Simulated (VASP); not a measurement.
# Re (Im-3m) in VASP: further runs

Runs on Re. Level: LDA. Tasks: single point, relaxation of cell and atoms.

Everything below comes from runs of VASP 6.6.1. Logs are shortened: lines on timing, memory, paths and dates and some standing lists are left out, and cuts for length are marked.

## (1) The cell of the first run

It takes space group Im-3m (No. 229, cubic). The conventional cell has a = 3.033 Å, b = 3.033 Å, c = 3.033 Å, α = 90.00°, β = 90.00°, γ = 90.00°. Re (site symmetry m-3m) has 14 Re at 2.63 to 3.03 Å within 3.5 Å.

This isn't the form of Re at room conditions, which is hcp.

## (2) Single point, LDA

INCAR reads:

```
SYSTEM = Re
PREC = Accurate
ENCUT = 600
EDIFF = 1E-6
ISMEAR = 0
SIGMA = 0.05
LREAL = .False.
LASPH = .True.
NELM = 120
ALGO = Normal
ISIF = 2
LWAVE = .False.
LCHARG = .False.
NBANDS = 10
GGA_COMPAT = .False.
```

KPOINTS reads:

```
regular mesh
0
Gamma
  10 10 10
  0 0 0
```

POSCAR reads:

```
Re
1.0
   -1.5166117494      1.5166117494      1.5166117494
    1.5166117494     -1.5166117494      1.5166117494
    1.5166117494      1.5166117494     -1.5166117494
Re
1
Direct
    0.0000000000      0.0000000000      0.0000000000
```

Potentials or basis: VASP PAW LDA potentials, release 64 (Re).

On the command line:

```console
> cat potpaw_LDA.64/Re/POTCAR > POTCAR
> mpirun -np 1 vasp_std > vasp.out
```

OUTCAR:

```text
SYSTEM = Re
   PREC = Accurate
   ENCUT = 600
   EDIFF = 1E-6
   ISMEAR = 0
   LREAL = .False.
   LASPH = .True.
   NELM = 120
   ISIF = 2

 ion  position               nearest neighbor table
   1  0.000  0.000  0.000-

  LATTYP: Found a body centered cubic cell.
 ALAT       =     3.0332234988

  Lattice vectors:

 A1 = (  -1.5166117494,   1.5166117494,   1.5166117494)
 A2 = (   1.5166117494,  -1.5166117494,   1.5166117494)
 A3 = (   1.5166117494,   1.5166117494,  -1.5166117494)

Analysis of symmetry for initial positions (statically):
=====================================================================
 Subroutine PRICEL returns:
 Original cell was already a primitive cell.

 Routine SETGRP: Setting up the symmetry group for a
 body centered cubic supercell.

 Subroutine GETGRP returns: Found 48 space group operations
 (whereof 48 operations were pure point group operations)
 out of a pool of 48 trial point group operations.

The static configuration has the point symmetry O_h .

Analysis of symmetry for dynamics (positions and initial velocities):
=====================================================================
 Subroutine PRICEL returns:
 Original cell was already a primitive cell.

 Routine SETGRP: Setting up the symmetry group for a
 body centered cubic supercell.

 Subroutine GETGRP returns: Found 48 space group operations
 (whereof 48 operations were pure point group operations)
 out of a pool of 48 trial point group operations.

The dynamic configuration has the point symmetry O_h .

 Subroutine INISYM returns: Found 48 space group operations
 (whereof 48 operations are pure point group operations),
 and found     1 'primitive' translations

----------------------------------------------------------------------------------------

                                     Primitive cell

  volume of cell :      13.9535

  direct lattice vectors                    reciprocal lattice vectors
    -1.516611749  1.516611749  1.516611749     0.000000000  0.329682267  0.329682267
     1.516611749 -1.516611749  1.516611749     0.329682267  0.000000000  0.329682267
     1.516611749  1.516611749 -1.516611749     0.329682267  0.329682267  0.000000000

  length of vectors
     2.626848605  2.626848605  2.626848605     0.466241134  0.466241134  0.466241134

  position of ions in fractional coordinates (direct lattice)
     0.000000000  0.000000000  0.000000000

  ion indices of the primitive-cell ions
   primitive index   ion index
                 1           1

----------------------------------------------------------------------------------------

 KPOINTS: regular mesh

Automatic generation of k-mesh.
 Grid dimensions read from file:
 generate k-points for:   10   10   10

 Generating k-lattice:

  Cartesian coordinates                     Fractional coordinates (reciprocal lattice)
     0.000000000  0.032968227  0.032968227     0.100000000  0.000000000  0.000000000
     0.032968227  0.000000000  0.032968227     0.000000000  0.100000000  0.000000000
     0.032968227  0.032968227  0.000000000     0.000000000  0.000000000  0.100000000

  Length of vectors
     0.046624113  0.046624113  0.046624113

  Shift w.r.t. Gamma in fractional coordinates (k-lattice)
     0.000000000  0.000000000  0.000000000

 Subroutine IBZKPT returns following result:
 ===========================================

 Found     47 irreducible k-points:

 Following reciprocal coordinates:
            Coordinates               Weight
  0.000000  0.000000  0.000000      1.000000
  0.100000  0.000000  0.000000     12.000000
  0.200000  0.000000  0.000000     12.000000
  0.300000  0.000000  0.000000     12.000000
  0.400000  0.000000  0.000000     12.000000
  0.500000  0.000000  0.000000      6.000000
[... 16 lines left out ...]
  0.300000  0.300000  0.100000      8.000000
 -0.300000  0.300000  0.100000     24.000000
 [... further k-points ...]
   k-points           NKPTS =     47   k-points in BZ     NKDIM =     47   number of bands    NBANDS=     10
   number of dos      NEDOS =    301   number of ions     NIONS =      1
   total plane-waves  NPLWV =  13824
   dimension x,y,z NGX =    24 NGY =   24 NGZ =   24
   dimension x,y,z NGXF=    48 NGYF=   48 NGZF=   48
   ions per type =               1
   NGX,Y,Z   is equivalent  to a cutoff of  15.19, 15.19, 15.19 a.u.
   NGXF,Y,Z  is equivalent  to a cutoff of  30.38, 30.38, 30.38 a.u.
 SYSTEM =  Re
   PREC   = accura    normal or accurate (medium, high low for compatibility)
   ISTART =      0    job   : 0-new  1-cont  2-samecut
   ICHARG =      2    charge: 1-file 2-atom 10-const
   ISPIN  =      1    spin polarized calculation?
   LNONCOLLINEAR =      F non collinear calculations
   LSORBIT =      F    spin-orbit coupling
   LASPH  =      T    aspherical Exc in radial PAW
   ENCUT  =  600.0 eV  44.10 Ry    6.64 a.u.   5.25  5.25  5.25*2*pi/ulx,y,z
   NELM   =    120;   NELMIN=  2; NELMDL= -5     # of ELM steps
   EDIFF  = 0.1E-05   stopping-criterion for ELM
   LREAL  =      F    real-space projection
   EDIFFG = 0.1E-04   stopping-criterion for IOM
   NSW    =      0    number of steps for IOM
   IBRION =     -1    ionic relax: 0-MD 1-quasi-New 2-CG
   NFREE  =      0    steps in history (QN), initial steepest desc. (CG)
   ISIF   =      2    stress and relaxation
   ISYM   =      2    0-nonsym 1-usesym 2-fastsym
   POTIM  = 0.5000    time-step for ionic-motion
   TEBEG  =    0.0;   TEEND  =   0.0 temperature during run
   PSTRESS=    0.0 pullay stress
   NELECT =       7.0000    total number of electrons
   NUPDOWN=      -1.0000    fix difference up-down
   EMIN   =  10.00;   EMAX   =-10.00  energy-range for DOS
   EFERMI =   0.00;   METHOD = LEGACY
   ISMEAR =     0;   SIGMA  =   0.05  broadening in eV -4-tet -1-fermi 0-gaus
   EFERMI_NEDOS =   21; number of points for ismear=-14 and -15
   IALGO  =     38    algorithm
   IMIX   =      4    mixing-type and parameters
     AMIX     =   0.40;   BMIX     =  1.00
     AMIX_MAG =   1.60;   BMIX_MAG =  1.00
  volume/ion in A,a.u.               =      13.95        94.16
  Fermi-wavevector in a.u.,A,eV,Ry     =   1.300808  2.458170 23.022427  1.692101
  Thomas-Fermi vector in A             =   2.431982
   LORBIT       =      0    0 simple, 1 ext, 2 COOP (PROOUT), +10 PAW based schemes
   GGA     = CA    functional components
   LHFCALC =     F    Hartree Fock is set to
   AEXX    =    0.0000 exact exchange contribution
   IVDW    =     0    specifies the selected vdW correction
   LEPSILON=     F    determine dielectric tensor
   LRPA    =     F    only Hartree local field effects (RPA)
 non-spin polarized calculation
 Gauss-broadening in eV      SIGMA  =   0.05
  energy-cutoff  :      600.00
  volume of cell :       13.95
 maximum number of plane-waves:       476
 NGX is ok and might be reduce to    24
   NGX = 11   NGY = 11   NGZ = 11

 number of electron       7.0000000 magnetization

 Free energy of the ion-electron system (eV)
  ---------------------------------------------------
  ext. energy  EPLUGINS =         0.00000000
  ---------------------------------------------------
  free energy    TOTEN  =       -13.40142123 eV

  energy without entropy =      -13.39947019  energy(sigma->0) =      -13.40044571

 E-fermi :   9.4056     XC(G=0): -14.1344

 val. band max:        9.3962838978   @ k =   0.2000   0.2000   0.0000
 cond. band min:       9.5304178192   @ k =   0.2000   0.0000   0.0000
 fundamental gap:      0.1341339214
 Fermi energy:         9.4056192922

 k-point     1 :       0.0000    0.0000    0.0000
  band No.  band energies     occupation
      1      -1.6152      2.00000
      2       6.5761      2.00000
      3       6.5761      2.00000
      4       6.5761      2.00000
      5      10.2757      0.00000
      6      10.2757      0.00000
      7      25.2013      0.00000
      8      25.2013      0.00000
      9      25.2013      0.00000
     10      38.2788      0.00000

 k-point     2 :       0.1000    0.0000    0.0000
  band No.  band energies     occupation
      1      -1.0994      2.00000
      2       6.2856      2.00000
      3       6.5155      2.00000
      4       7.0873      2.00000
      5       9.8765      0.00000
      6      10.2919      0.00000
      7      25.5891      0.00000
      8      26.0731      0.00000
      9      26.3137      0.00000
     10      35.0002      0.00000

 k-point     3 :       0.2000    0.0000    0.0000
  band No.  band energies     occupation
      1       0.2178      2.00000
      2       5.5973      2.00000
      3       6.2309      2.00000
      4       8.5594      2.00000
      5       9.5304      0.00042
      6      10.3921      0.00000
      7      25.8285      0.00000
      8      27.6399      0.00000
      9      28.4806      0.00000
     10      32.6416      0.00000

 k-point     4 :       0.3000    0.0000    0.0000
  band No.  band energies     occupation
      1       1.4198      2.00000
      2       4.8563      2.00000
      3       6.4700      2.00000
      4       9.8630      0.00000
      5      10.6447      0.00000
      6      10.7783      0.00000
      7      24.2458      0.00000
      8      25.2912      0.00000
      9      31.9778      0.00000
     10      33.4782      0.00000

 k-point     5 :       0.4000    0.0000    0.0000
  band No.  band energies     occupation
      1       1.6022      2.00000
      2       4.3226      2.00000
      3       8.2032      2.00000
      4      10.3237      0.00000
      5      10.9828      0.00000
      6      13.2035      0.00000
      7      22.0205      0.00000
      8      22.3941      0.00000
      9      29.3006      0.00000
     10      35.0773      0.00000

 k-point     6 :       0.5000    0.0000    0.0000
  band No.  band energies     occupation
      1       1.5095      2.00000
      2       4.1314      2.00000
      3       9.7141      0.00000
      4      10.2021      0.00000
      5      11.1548      0.00000
      6      14.4526      0.00000
      7      20.4573      0.00000
      8      21.6494      0.00000
      9      27.4389      0.00000
     10      33.8888      0.00000
[... 183 lines left out ...]
 k-point    21 :       0.3000    0.2000    0.1000
  band No.  band energies     occupation
      1       3.4804      2.00000
      2       4.4981      2.00000
      3       6.4082      2.00000
      4      10.7931      0.00000
      5      11.2371      0.00000
      6      17.8602      0.00000
      7      18.5239      0.00000
      8      22.9655      0.00000
      9      24.6934      0.00000
     10      33.5219      0.00000

 k-point    22 :      -0.2000    0.2000    0.1000
  band No.  band energies     occupation
      1       0.6908      2.00000
      2       6.0523      2.00000
      3       6.3216      2.00000
      4       8.2441      2.00000
      5       8.3880      2.00000
      6      11.1289      0.00000
      7      26.5456      0.00000
      8      27.7872      0.00000
      9      29.1376      0.00000
     10      30.3701      0.00000

 k-point    23 :       0.3000    0.3000    0.1000
  band No.  band energies     occupation
      1       3.6744      2.00000
      2       5.5398      2.00000
      3       5.5398      2.00000
      4      11.1281      0.00000
      5      11.1281      0.00000
      6      16.9943      0.00000
      7      20.7530      0.00000
      8      20.7530      0.00000
      9      25.0277      0.00000
     10      34.5633      0.00000

 k-point    24 :      -0.3000    0.3000    0.1000
  band No.  band energies     occupation
      1       1.8967      2.00000
      2       5.3563      2.00000
      3       6.0131      2.00000
      4       8.8735      2.00000
      5      10.6122      0.00000
      6      11.3789      0.00000
      7      23.9539      0.00000
      8      26.6797      0.00000
      9      31.3636      0.00000
     10      32.7901      0.00000

 [... further k-points ...]

------------------------ aborting loop because EDIFF is reached ----------------------------------------

  FORCE on cell =-STRESS in cart. coord.  units (eV):
  Direction    XX          YY          ZZ          XY          YZ          ZX
  --------------------------------------------------------------------------------------
  -------------------------------------------------------------------------------------
  Total        1.4873350      1.4873350      1.4873350     -0.0000000      0.0000000     -0.0000000
  in kB      170.7796527    170.7796527    170.7796527     -0.0000000      0.0000000     -0.0000000
  external PRESSURE =     170.7796527 kB  Pullay stress =       0.0000000 kB

 VOLUME and BASIS-vectors are now :
 -----------------------------------------------------------------------------
  energy-cutoff  :      600.00
  volume of cell :       13.95
      direct lattice vectors                 reciprocal lattice vectors
    -1.516611749  1.516611749  1.516611749     0.000000000  0.329682267  0.329682267
     1.516611749 -1.516611749  1.516611749     0.329682267  0.000000000  0.329682267
     1.516611749  1.516611749 -1.516611749     0.329682267  0.329682267  0.000000000

 POSITION                                       TOTAL-FORCE (eV/Angst)
 -----------------------------------------------------------------------------------
      0.00000      0.00000      0.00000         0.000000      0.000000      0.000000
 -----------------------------------------------------------------------------------
    total drift:                                0.000000      0.000000     -0.000000

  FREE ENERGIE OF THE ION-ELECTRON SYSTEM (eV)
  ---------------------------------------------------
  free  energy   TOTEN  =       -13.4014212340 eV

  energy  without entropy=      -13.3994701935  energy(sigma->0) =      -13.40044571
```

It took 3.1 s on 1 thread of Intel Xeon 6975P-C (Granite Rapids), shared host; peak memory 0.13 GiB.

Results:

```yaml
Free_energy: -13.4014 eV
Pressure: 17.1 GPa
Band_gap_on_the_k_mesh: zero (an odd number of electrons rules out a gap without spin polarisation)
```

Caveat: the cell stands under pressure; spin-orbit coupling is left out, which moves the levels of the heavy elements.

## (3) Relaxation of cell and atoms, LDA

This run uses another cell than the first one, of 14.75 Å³/atom.

INCAR reads:

```
SYSTEM = Re
PREC = Accurate
ENCUT = 600
EDIFF = 1E-7
ISMEAR = 0
SIGMA = 0.05
LREAL = .FALSE.
LASPH = .TRUE.
NELM = 120
ALGO = Normal
ISIF = 3
LWAVE = .FALSE.
LCHARG = .FALSE.
IBRION = 2
NSW = 80
EDIFFG = -0.01
GGA_COMPAT = .FALSE.
NELMIN = 4
```

KPOINTS reads:

```
Automatic mesh
0
G
  10 10 10
  0 0 0
```

POSCAR reads:

```
Re
1.0
   -1.5450000000      1.5450000000      1.5450000000
    1.5450000000     -1.5450000000      1.5450000000
    1.5450000000      1.5450000000     -1.5450000000
Re
1
Direct
    0.0000000000      0.0000000000      0.0000000000
```

Potentials or basis: VASP PAW LDA potentials, release 64 (Re).

On the command line:

```console
> cat potpaw_LDA.64/Re/POTCAR > POTCAR
> mpirun -np 1 vasp_std > vasp.out
```

Wall time 7.2 s (1 thread of Intel Xeon 6975P-C (Granite Rapids), shared host); peak memory 0.14 GiB.

The run converged. Its results:

* Free energy: -13.4302 eV
* Relaxed volume: 14.51 Å³/atom
* Relaxed cell: a = 2.661 Å, b = 2.661 Å, c = 2.661 Å, α = 109.47°, β = 109.47°, γ = 109.47°
* Space group after relaxing (to 0.1 Å): Im-3m (No. 229)
* Energy gained by relaxing: 4.9 meV/atom
* Ionic steps: 4
* Pressure after relaxing: 0.0 GPa
* Band gap on the k mesh: zero (an odd number of electrons rules out a gap without spin polarisation)

Step by step:
```csv
step,energy change (eV),largest force (eV/Å),pressure (GPa),volume (Å³)
1,0.0000,0.0000,-6.44,14.75
2,0.0908,0.0000,33.13,13.52
3,-0.0049,0.0000,-0.21,14.52
4,-0.0049,0.0000,-0.04,14.51
```

Final structure:
```
Re
1.0
    -1.53651    1.53651    1.53651
     1.53651   -1.53651    1.53651
     1.53651    1.53651   -1.53651
Re
1
Cartesian
  -1.5365 1.5365 1.5365
```

Levels at points of the mesh, in eV from the Fermi level:
| k point | band 1 | band 2 | band 3 | band 4 | band 5 | band 6 |
| --- | --- | --- | --- | --- | --- | --- |
| (0.00, 0.00, 0.00) | -10.73 | -2.70 | -2.70 | -2.70 | 0.82 | 0.82 |
| (0.50, 0.00, 0.00) | -7.56 | -5.01 | 0.22 | 0.73 | 1.63 | 4.73 |
| (0.50, 0.50, 0.50) | -7.23 | -7.23 | 3.75 | 3.75 | 3.75 | 8.27 |

Caveat: spin-orbit coupling is left out, which moves the levels of the heavy elements.

## (4) Relaxation of cell and atoms, LDA, target pressure 15 GPa, at which the enthalpy is minimised

This run uses another cell than the first one, of 14.75 Å³/atom.

INCAR reads:

```
ALGO = Normal ; EDIFF = 1E-7
EDIFFG = -0.01 ; ENCUT = 600
GGA = CA ; GGA_COMPAT = False
IBRION = 2 ; ISIF = 3
ISMEAR = 0 ; LASPH = True
LCHARG = False ; LREAL = False
LWAVE = False ; NELM = 120
NELMIN = 4 ; NSW = 80
PREC = Accurate ; PSTRESS = 150.0
SIGMA = 0.05
```

KPOINTS reads:

```
k-points
0
Gamma
  10 10 10
```

POSCAR is that of step 3.

On the command line:

```console
> cat potpaw_LDA.64/Re/POTCAR > POTCAR
> mpirun -np 1 vasp_std > vasp.out
```

It took 7.6 s on 1 thread of Intel Xeon 6975P-C (Granite Rapids), shared host; peak memory 0.14 GiB.

Results (log left out):

```yaml
Free_energy: -13.4078 eV
Relaxed_volume: 14.02 Å³/atom
Relaxed_cell: a = 2.631 Å, b = 2.631 Å, c = 2.631 Å, α = 109.47°, β = 109.47°, γ = 109.47°
Space_group_after_relaxing_to_0.1_Å: Im-3m (No. 229)
Energy_change_on_relaxing_the_run_minimises_the_enthalpy: +17.4 meV/atom
Ionic_steps: 5
Pressure_after_relaxing: 15.0 GPa
Band_gap_on_the_k_mesh: zero (an odd number of electrons rules out a gap without spin polarisation)
```

Step by step:
| step | energy change (eV) | largest force (eV/Å) | pressure (GPa) | volume (Å³) |
| --- | --- | --- | --- | --- |
| 1 | 0.0000 | 0.0000 | -6.44 | 14.75 |
| 2 | 1.8420 | 0.0000 | 212.59 | 10.93 |
| 3 | 0.0101 | 0.0000 | 12.15 | 14.10 |
| 4 | 0.0152 | 0.0000 | 14.21 | 14.04 |
| 5 | 0.0174 | 0.0000 | 15.00 | 14.02 |

Final structure:
```xyz
1
Lattice="-1.5189 1.5189 1.5189 1.5189 -1.5189 1.5189 1.5189 1.5189 -1.5189" Properties=species:S:1:pos:R:3 pbc="T T T"
Re    0.0000    0.0000    0.0000
```

Levels at points of the mesh, in eV from the Fermi level:
| k point | band 1 | band 2 | band 3 | band 4 | band 5 | band 6 | band 7 |
| --- | --- | --- | --- | --- | --- | --- | --- |
| (0.00, 0.00, 0.00) | -10.99 | -2.81 | -2.81 | -2.81 | 0.86 | 0.86 | 15.79 |
| (0.50, 0.00, 0.00) | -7.86 | -5.24 | 0.30 | 0.79 | 1.73 | 5.01 | 10.98 |
| (0.50, 0.50, 0.50) | -7.58 | -7.58 | 3.97 | 3.97 | 3.97 | 8.52 | 8.52 |

Caveat: the cell is relaxed towards a set pressure, so the run minimises the enthalpy, not the energy; spin-orbit coupling is left out, which moves the levels of the heavy elements.

## (5) The runs side by side

```csv
task,cell,gap on the mesh (eV),pressure (GPa)
single point,"a = 2.627 Å, angles 109.5°, 1 atom",none,17.1
relaxation of cell and atoms,"relaxed from a = 2.676 Å, angles 109.5°, 1 atom",none,0.0
relaxation of cell and atoms,"relaxed to 15 GPa from a = 2.676 Å, angles 109.5°, 1 atom",none,15.0
```

Alike in all rows: level LDA; potentials or basis VASP PAW LDA potentials, release 64 (Re); no spin polarisation; k mesh 10 × 10 × 10; cutoff (eV) 600; smearing gaussian 0.05 eV.

Caveats: spin-orbit coupling is left out, which moves the levels of the heavy elements; the cell stands under pressure (at least some runs); the cell is relaxed towards a set pressure, so the run minimises the enthalpy, not the energy (at least some runs).

Total energies depend on the potentials used, so only differences within one code and one set of settings carry meaning.
